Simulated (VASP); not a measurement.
# Li33F32 (a cell with a defect) in VASP: single point with r2SCAN

Aim: the single point of Li33F32 (a cell with a defect) with r2SCAN.

Everything below comes from runs of VASP 6.6.1. Logs are shortened: lines on timing, memory, paths and dates and some standing lists are left out, and cuts for length are marked.

**1. The cell of the first run**

The cell holds a defect, 65 atoms: a = 8.015 Å, b = 8.015 Å, c = 8.015 Å, α = 90.00°, β = 90.00°, γ = 90.00°.

**2. Single point, r2SCAN, collinear spin**

POSCAR

```
Li33F32
1.0
    8.0151850000      0.0000000000      0.0000000000
    0.0000000000      8.0151850000      0.0000000000
    0.0000000000      0.0000000000      8.0151850000
F Li
32 33
Direct
    0.2471400000      0.9999000000      0.0007580000
    0.2438870000      0.0047970000      0.5008060000
    0.2450770000      0.4999810000      0.0040350000
    0.2086820000      0.5176200000      0.5261550000
    0.7497870000      0.9999120000      0.0013170000
    0.7545460000      0.9952720000      0.5010450000
    0.7565400000      0.5001090000      0.9929570000
    0.7621320000      0.4940540000      0.4975370000
    0.9986520000      0.2485860000      0.0013040000
    0.0004360000      0.2467710000      0.5009180000
    0.9986540000      0.7515490000      0.0013410000
    0.9897690000      0.7577500000      0.5006840000
    0.4980600000      0.2429080000      0.9929580000
    0.5163300000      0.2233810000      0.4958670000
    0.4983550000      0.7536980000      0.0032750000
    0.4947700000      0.7741970000      0.5168310000
    0.9981780000      0.0002680000      0.2497290000
    0.9987200000      0.0002990000      0.7524140000
    0.0010850000      0.5000490000      0.2479020000
    0.9896560000      0.4999290000      0.7594930000
    0.4981900000      0.9947820000      0.2461060000
    0.4984910000      0.0042610000      0.7566400000
    0.5233170000      0.4850960000      0.2132230000
    0.4954100000      0.5073570000      0.7660730000
    0.2484990000      0.2473090000      0.2477040000
    0.2466310000      0.2511850000      0.7520190000
    0.2453990000      0.7524920000      0.2513290000
    0.2499250000      0.7510840000      0.7523400000
    0.7496720000      0.2493330000      0.2520250000
    0.7503080000      0.2479410000      0.7503070000
    0.7494440000      0.7490070000      0.2491970000
    0.7476720000      0.7522510000      0.7531070000
    0.9984720000      0.0000720000      0.0011290000
    0.9976790000      0.0016820000      0.5009940000
    0.9986610000      0.5000320000      0.0017320000
    0.9890760000      0.4999710000      0.5005010000
    0.4984040000      0.9985780000      0.0001980000
    0.4976450000      0.9991530000      0.5004020000
    0.4976210000      0.5000910000      0.9929240000
    0.5702320000      0.4220070000      0.4178030000
    0.2471190000      0.2481280000      0.9999690000
    0.2509110000      0.2574630000      0.5009100000
    0.2476460000      0.7515180000      0.0028680000
    0.2245000000      0.7683640000      0.4954300000
    0.7493390000      0.2493230000      0.9981080000
    0.7640460000      0.2306000000      0.5067520000
    0.7496680000      0.7510570000      0.0003440000
    0.7445320000      0.7497870000      0.5015240000
    0.2470120000      0.9999990000      0.2495010000
    0.2479740000      0.0023690000      0.7518030000
    0.2524970000      0.4999970000      0.2558020000
    0.2242780000      0.4948410000      0.7681510000
    0.7491390000      0.9975860000      0.2505430000
    0.7494980000      0.0000370000      0.7521050000
    0.7650610000      0.5050870000      0.2277920000
    0.7465700000      0.5000980000      0.7497220000
    0.0002250000      0.2485940000      0.2500700000
    0.9974820000      0.2489590000      0.7524450000
    0.9971780000      0.7519830000      0.2496770000
    0.9953480000      0.7508820000      0.7520220000
    0.4928740000      0.2314000000      0.2281960000
    0.4988960000      0.2506360000      0.7466560000
    0.4983770000      0.7430710000      0.2531750000
    0.5044920000      0.7688260000      0.7670160000
    0.4136670000      0.5775690000      0.5741960000
```

INCAR.step1

```
PREC = Accurate
ENCUT = 720
ISMEAR = -1
SIGMA = 0.05
LREAL = Auto
LASPH = T
NELM = 200
ISPIN = 2
MAGMOM = 0 0 0 0.091 0 0 0 0 0 0 0 0 0 0.091 0 0.091 0 0 0 0 0 0 0.091 0.091 0 0 0 0 0 0 0 0 0 0 0 0 0 0 0 0.091 0 0.091 0 0.091 0 0 0 0 0 0 0.091 0.091 0 0 0 0 0 0 0 0 0 0 0 0 0.091
NBANDS = 204
ISYM = -1
GGA = PE
ALGO = Normal
EDIFF = 1E-5
LWAVE = T
LCHARG = F
GGA_COMPAT = F
KPAR = 1
```

INCAR.step2

```
PREC = Accurate
ENCUT = 720
EDIFF = 1E-6
ISMEAR = -1
SIGMA = 0.05
LREAL = Auto
LASPH = T
NELM = 200
ALGO = Normal
ISIF = 2
LWAVE = F
LCHARG = T
ISPIN = 2
MAGMOM = 0 0 0 0.091 0 0 0 0 0 0 0 0 0 0.091 0 0.091 0 0 0 0 0 0 0.091 0.091 0 0 0 0 0 0 0 0 0 0 0 0 0 0 0 0.091 0 0.091 0 0.091 0 0 0 0 0 0 0.091 0.091 0 0 0 0 0 0 0 0 0 0 0 0 0.091
LORBIT = 11
METAGGA = R2SCAN
LMIXTAU = T
LELF = T
LVHAR = T
NBANDS = 204
ISYM = -1
ISTART = 1
GGA_COMPAT = F
KPAR = 1
```

KPOINTS

```
explicit points
1
Reciprocal
  0.25000000   0.25000000   0.25000000 1
```

Potentials or basis: VASP PAW PBE potentials, release 64 (F, Li_sv).

Started as:

```
$ cat potpaw_PBE.64/F/POTCAR potpaw_PBE.64/Li_sv/POTCAR > POTCAR
$ cp INCAR.step1 INCAR
$ mpirun -np 4 vasp_std > vasp.out
$ cp INCAR.step2 INCAR
$ mpirun -np 4 vasp_std > vasp.out
```

OUTCAR:

```text
PREC = Accurate
   ENCUT = 720
   EDIFF = 1E-6
   ISMEAR = -1
   LREAL = Auto
   LASPH = T
   NELM = 200
   ISIF = 2
   ISPIN = 2
   LORBIT = 11
   METAGGA = R2SCAN
   ISYM = -1
   ISTART = 1

 ion  position               nearest neighbor table
   1  0.247  1.000  0.001-  41 1.99  43 1.99  33 1.99  49 1.99  50 2.00  37 2.01
   2  0.244  0.005  0.501-  44 1.90  34 1.97  50 2.01  49 2.01  42 2.03  38 2.03
   3  0.245  0.500  0.004-  52 1.90  35 1.98  43 2.02  51 2.02  41 2.02  39 2.03
   4  0.209  0.518  0.526-  65 1.75  36 1.78  52 1.95  44 2.03  42 2.12  51 2.20
   5  0.750  1.000  0.001-  33 1.99  47 1.99  54 2.00  53 2.00  45 2.00  37 2.01
   6  0.755  0.995  0.501-  46 1.89  34 1.95  48 1.97  53 2.01  54 2.01  38 2.06
[... 30 lines left out ...]
  37  0.498  0.999  0.000-  22 1.95  13 1.96  15 1.96  21 1.97   1 2.01   5 2.01
  38  0.498  0.999  0.500-  14 1.80  16 1.81   2 2.03  21 2.04  22 2.05   6 2.06
  39  0.498  0.500  0.993-  23 1.78  24 1.82   3 2.03  15 2.03  13 2.06   7 2.08
  40  0.570  0.422  0.418-  23 1.76   8 1.76  14 1.76  65 2.17  61 2.24  55 2.28  46 2.30
  41  0.247  0.248  1.000-  25 1.99  26 1.99   1 1.99   9 1.99  13 2.01   3 2.02
  42  0.251  0.257  0.501-  10 2.01  26 2.01   2 2.03  25 2.03   4 2.12  14 2.15
  43  0.248  0.752  0.003-   1 1.99  27 1.99  11 2.00  28 2.01  15 2.01   3 2.02
  44  0.224  0.768  0.495-  12 1.88   2 1.90  27 1.97   4 2.03  28 2.07  16 2.17  65 2.24
  45  0.749  0.249  0.998-  30 1.99   9 2.00   5 2.00   7 2.01  13 2.02  29 2.04
  46  0.764  0.231  0.507-   6 1.89  10 1.90  30 1.96  14 1.99  29 2.05   8 2.11  40 2.30
  47  0.750  0.751  0.000-  32 1.98   5 1.99  31 1.99  11 2.00   7 2.01  15 2.01
  48  0.745  0.750  0.502-  12 1.97   6 1.97  16 2.02  32 2.02  31 2.02   8 2.05
  49  0.247  1.000  0.250-  25 1.98  27 1.98   1 1.99  17 1.99  21 2.01   2 2.01
  50  0.248  0.002  0.752-  26 1.99   1 2.00  18 2.00  22 2.01   2 2.01  28 2.01
  51  0.252  0.500  0.256-  19 2.02   3 2.02  27 2.02  25 2.03   4 2.20  23 2.20
  52  0.224  0.495  0.768-  20 1.88   3 1.90   4 1.95  26 1.97  28 2.07  24 2.18  65 2.27  35 2.60

  53  0.749  0.998  0.251-  31 1.99  17 2.00   5 2.00   6 2.01  21 2.01  29 2.02
  54  0.749  0.000  0.752-  32 1.99  30 1.99   5 2.00  18 2.00  22 2.01   6 2.01
  55  0.765  0.505  0.228-   7 1.88  19 1.90  23 1.95  31 1.97  29 2.06   8 2.16  40 2.28
  56  0.747  0.500  0.750-  20 1.95   7 1.95  24 2.02  32 2.02  30 2.02   8 2.03
  57  0.000  0.249  0.250-  25 1.99  17 1.99   9 1.99  29 2.01  10 2.01  19 2.02
  58  0.997  0.249  0.752-  30 1.98  18 1.99   9 1.99  26 2.00  20 2.01  10 2.02
  59  0.997  0.752  0.250-  31 1.99  27 1.99  17 1.99  11 1.99  12 2.01  19 2.02
  60  0.995  0.751  0.752-  32 1.99  11 2.00  18 2.00  20 2.01  12 2.02  28 2.04
  61  0.493  0.231  0.228-  13 1.89  21 1.90  25 1.97  23 2.05  29 2.07  14 2.15  40 2.24
  62  0.499  0.251  0.747-  13 1.98  22 1.98  30 2.02  26 2.02  14 2.03  24 2.06
  63  0.498  0.743  0.253-  15 2.00  31 2.01  21 2.02  27 2.03  23 2.10  16 2.13
  64  0.504  0.769  0.767-  22 1.89  15 1.90  32 1.96  16 2.01  28 2.05  24 2.10  65 2.30
  65  0.414  0.578  0.574-   4 1.75  24 1.76  16 1.77  40 2.17  44 2.24  52 2.27  64 2.30

IMPORTANT INFORMATION: All symmetrisations will be switched off!
NOSYMM: (Re-)initialisation of all symmetry stuff for point group C_1.

----------------------------------------------------------------------------------------

                                     Primitive cell

  volume of cell :     514.9211

  direct lattice vectors                    reciprocal lattice vectors
     8.015185000  0.000000000  0.000000000     0.124763184  0.000000000  0.000000000
     0.000000000  8.015185000  0.000000000     0.000000000  0.124763184  0.000000000
     0.000000000  0.000000000  8.015185000     0.000000000  0.000000000  0.124763184

  length of vectors
     8.015185000  8.015185000  8.015185000     0.124763184  0.124763184  0.124763184

  position of ions in fractional coordinates (direct lattice)
     0.247140000  0.999900000  0.000758000
     0.243887000  0.004797000  0.500806000
     0.245077000  0.499981000  0.004035000
     0.208682000  0.517620000  0.526155000
     0.749787000  0.999912000  0.001317000
     0.754546000  0.995272000  0.501045000
[... 57 lines left out ...]
     0.504492000  0.768826000  0.767016000
     0.413667000  0.577569000  0.574196000

  ion indices of the primitive-cell ions
   primitive index   ion index
                 1           1
                 2           2
[... 106 lines left out ...]
   EMIN   =  10.00;   EMAX   =-10.00  energy-range for DOS
   EFERMI =   0.00;   METHOD = LEGACY
   ISMEAR =    -1;   SIGMA  =   0.05  broadening in eV -4-tet -1-fermi 0-gaus
   EFERMI_NEDOS =   21; number of points for ismear=-14 and -15
   IALGO  =     38    algorithm
   IMIX   =      4    mixing-type and parameters
     AMIX     =   0.40;   BMIX     =  1.00
     AMIX_MAG =   1.60;   BMIX_MAG =  1.00
  volume/ion in A,a.u.               =       7.92        53.46
  Fermi-wavevector in a.u.,A,eV,Ry     =   1.401400  2.648262 26.720781  1.963922
  Thomas-Fermi vector in A             =   2.524265
   LORBIT       =     11    0 simple, 1 ext, 2 COOP (PROOUT), +10 PAW based schemes
   METAGGA = R2SCAN    functional components
   LHFCALC =     F    Hartree Fock is set to
   AEXX    =    0.0000 exact exchange contribution
   IVDW    =     0    specifies the selected vdW correction
   LEPSILON=     F    determine dielectric tensor
   LRPA    =     F    only Hartree local field effects (RPA)
 spin polarized calculation
  energy-cutoff  :      720.00
  volume of cell :      514.92
 maximum number of plane-waves:     22559
 NGX is ok and might be reduce to    70
   NGX = 35   NGY = 35   NGZ = 35

 number of electron     323.0000033 magnetization       1.0000000

 Free energy of the ion-electron system (eV)
  ---------------------------------------------------
  ext. energy  EPLUGINS =         0.00000000
  ---------------------------------------------------
  free energy    TOTEN  =      -378.55003386 eV

  energy without entropy =     -378.55003384  energy(sigma->0) =     -378.55003385

 E-fermi :   7.9610     XC(G=0): -10.6892

 val. band max:        7.0538606474   @ k =   0.2500   0.2500   0.2500
 cond. band min:       8.8686036693   @ k =   0.2500   0.2500   0.2500
 fundamental gap:      1.8147430219
 Fermi energy:         7.9610462651

 spin component 1

 k-point     1 :       0.2500    0.2500    0.2500
  band No.  band energies     occupation
      1     -43.6115      1.00000
      2     -43.6053      1.00000
      3     -43.5409      1.00000
      4     -43.5347      1.00000
      5     -43.5248      1.00000
      6     -43.5176      1.00000
[... 165 lines left out ...]
    172      11.0705      0.00000
    173      11.2032      0.00000
 Fermi energy:         7.9610462651

 spin component 2

 k-point     1 :       0.2500    0.2500    0.2500
  band No.  band energies     occupation
      1     -43.6103      1.00000
      2     -43.6045      1.00000
      3     -43.5410      1.00000
      4     -43.5348      1.00000
      5     -43.5248      1.00000
      6     -43.5177      1.00000
[... 165 lines left out ...]
    172      11.1749      0.00000
    173      11.2772      0.00000
 [bands above 173 left out]

------------------------ aborting loop because EDIFF is reached ----------------------------------------

  FORCE on cell =-STRESS in cart. coord.  units (eV):
  Direction    XX          YY          ZZ          XY          YZ          ZX
  --------------------------------------------------------------------------------------
  -------------------------------------------------------------------------------------
  Total        7.3350742      6.1556832      6.9454236     -2.3883423      2.1669344     -2.6549805
  in kB       22.8230898     19.1534139     21.6106917     -7.4313292      6.7424183     -8.2609742
  external PRESSURE =      21.1957318 kB  Pullay stress =       0.0000000 kB

 VOLUME and BASIS-vectors are now :
 -----------------------------------------------------------------------------
  energy-cutoff  :      720.00
  volume of cell :      514.92
      direct lattice vectors                 reciprocal lattice vectors
     8.015185000  0.000000000  0.000000000     0.124763184  0.000000000  0.000000000
     0.000000000  8.015185000  0.000000000     0.000000000  0.124763184  0.000000000
     0.000000000  0.000000000  8.015185000     0.000000000  0.000000000  0.124763184

 POSITION                                       TOTAL-FORCE (eV/Angst)
 -----------------------------------------------------------------------------------
      1.98087      8.01438      0.00608        -0.000762      0.001534     -0.012607
      1.95480      0.03845      4.01405         0.013454     -0.004285     -0.002452
      1.96434      4.00744      0.03234         0.013566     -0.001830     -0.007933
      1.67262      4.14882      4.21723        -0.173670      0.024324      0.055983
      6.00968      8.01448      0.01056        -0.000806     -0.002026     -0.006480
      6.04783      7.97729      4.01597        -0.010953      0.002514      0.004649
[... 57 lines left out ...]
      4.04360      6.16228      6.14778         0.010573      0.000356     -0.024819
      3.31562      4.62932      4.60229        -0.011551      0.059512     -0.007465
 -----------------------------------------------------------------------------------
    total drift:                               -0.523096     -0.022707      0.505120

  FREE ENERGIE OF THE ION-ELECTRON SYSTEM (eV)
  ---------------------------------------------------
  free  energy   TOTEN  =      -378.5500338635 eV

  energy  without entropy=     -378.5500338383  energy(sigma->0) =     -378.55003385

 total charge

# of ion       s       p       d       tot
------------------------------------------
    1        1.727   4.446   0.000   6.173
    2        1.727   4.447   0.000   6.174
    3        1.727   4.447   0.000   6.174
    4        1.736   4.457   0.000   6.193
    5        1.727   4.445   0.000   6.172
    6        1.728   4.453   0.000   6.181
[... 57 lines left out ...]
   64        2.018   0.018   0.000   2.036
   65        2.049   0.057   0.000   2.106
--------------------------------------------------
tot        121.896 142.953   0.000 264.849

 magnetization (x)

# of ion       s       p       d       tot
------------------------------------------
    1        0.000   0.000   0.000   0.000
    2        0.000   0.000   0.000   0.000
    3        0.000   0.000   0.000   0.000
    4        0.008   0.024   0.000   0.032
    5        0.000   0.000   0.000   0.000
    6        0.000   0.000   0.000   0.000
[... 57 lines left out ...]
   64        0.000   0.000   0.000   0.000
   65        0.021   0.030   0.000   0.052
--------------------------------------------------
tot          0.099   0.182   0.000   0.281
```

It took 12 min on 4 MPI ranks of Intel Xeon Platinum 8259CL at 2.50GHz (Skylake/Cascade Lake), shared host; peak memory 0.47 GiB.

What came out:

| Property | Result |
| --- | --- |
| Free energy | -378.5500 eV |
| Pressure | 2.1 GPa |
| Largest force | 0.186 eV/Å |
| Band gap on the k mesh | 1.81 eV |
| Net moment | 1.00 μB per cell |
| Site moments | F +0.00, +0.03, +0.01, +0.02, -0.00 (each value once); Li +0.00, +0.05, +0.01 (each value once) μB |
| Valence electrons inside the program's atomic spheres | F 6.17, 6.19, 6.18, 6.16 (each value once); Li 2.03, 2.04, 2.11 (each value once) |

Forces on the atoms (eV/Å):
```
F   -0.001  0.002 -0.013
F    0.013 -0.004 -0.002
F    0.014 -0.002 -0.008
F   -0.174  0.024  0.056
F   -0.001 -0.002 -0.006
F   -0.011  0.003  0.005
F    0.002  0.008 -0.011
F    0.040  0.027  0.024
F    0.006 -0.001 -0.012
F    0.004 -0.001  0.005
F    0.007  0.001 -0.005
F    0.004  0.002 -0.002
F    0.001 -0.002 -0.007
F    0.026 -0.091  0.036
F    0.000 -0.008 -0.001
F    0.042  0.089 -0.001
F    0.008 -0.005 -0.003
F    0.005  0.004 -0.001
F    0.009  0.003 -0.007
F   -0.001 -0.004  0.000
F   -0.002  0.001  0.003
F    0.001 -0.002 -0.011
F    0.075  0.005 -0.170
F    0.039 -0.028  0.034
F    0.011 -0.012 -0.016
F    0.011  0.010 -0.012
F    0.004  0.003 -0.005
F   -0.008  0.021  0.009
F    0.022 -0.023 -0.031
F    0.004  0.002 -0.019
F    0.000 -0.014  0.004
F    0.010 -0.001 -0.009
Li  -0.059  0.003  0.057
Li  -0.009  0.027 -0.011
Li  -0.031  0.002  0.026
Li   0.003 -0.001 -0.013
Li  -0.041 -0.062  0.015
Li  -0.013  0.051 -0.005
Li  -0.001 -0.009  0.032
Li  -0.014 -0.034 -0.034
Li  -0.014 -0.003 -0.002
Li   0.050  0.027 -0.017
Li  -0.015  0.027  0.003
Li   0.021 -0.037 -0.004
Li  -0.038 -0.027 -0.090
Li  -0.071  0.037 -0.061
Li  -0.032  0.063  0.027
Li   0.058 -0.026  0.042
Li  -0.013  0.000 -0.022
Li  -0.014  0.026  0.014
Li   0.056 -0.005  0.046
Li  -0.005  0.015 -0.036
Li  -0.028 -0.050  0.019
Li  -0.027  0.003  0.082
Li  -0.011 -0.049  0.060
Li   0.010 -0.004 -0.035
Li   0.013 -0.074  0.001
Li  -0.001 -0.011  0.003
Li   0.004  0.002 -0.001
Li   0.027  0.018  0.023
Li   0.039  0.052  0.081
Li   0.005  0.010 -0.007
Li  -0.008 -0.037  0.017
Li   0.011  0.000 -0.025
Li  -0.012  0.060 -0.007
```

Caveat: the PAW data sets were made with another functional, which shifts forces and pressure a little.
